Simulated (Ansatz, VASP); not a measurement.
## Sc: VASP beside Ansatz

```
CELL_PARAMETERS angstrom
6.05481 0.00000 0.00000
-3.02741 5.24362 0.00000
0.00000 0.00000 5.44103
ATOMIC_POSITIONS crystal
Sc 0.00000 0.50000 0.32731
Sc 0.50000 0.00000 0.32731
Sc 0.50000 0.50000 0.32731
Sc 0.33333 0.66667 0.82732
Sc 0.66667 0.33333 0.82732
```

Alike in both runs: functional PBE; k mesh 6 × 6 × 4; occupations gaussian, width 0.1 eV; no spin polarisation.

Ansatz relaxed the structure, and its values are those at the end. VASP's run is a single point on that final structure, the one shown.

|  | VASP | Ansatz |
| --- | --- | --- |
| version | VASP 6.6.1 | Ansatz 0.2.0 |
| potentials or method | VASP PAW PBE potentials, release 64 (Sc_sv), cutoff 520 eV | scalar-relativistic, plane waves, PAW |
| valence electrons in the cell | 55 | 55 |

```csv
,VASP,Ansatz,Ansatz less VASP
gap on the k mesh at the Fermi level (eV),none,none,-
pressure (GPa),0.0,0.0,+0.01
```

A gap of «none» marks a metal or a gap that the smearing closes.
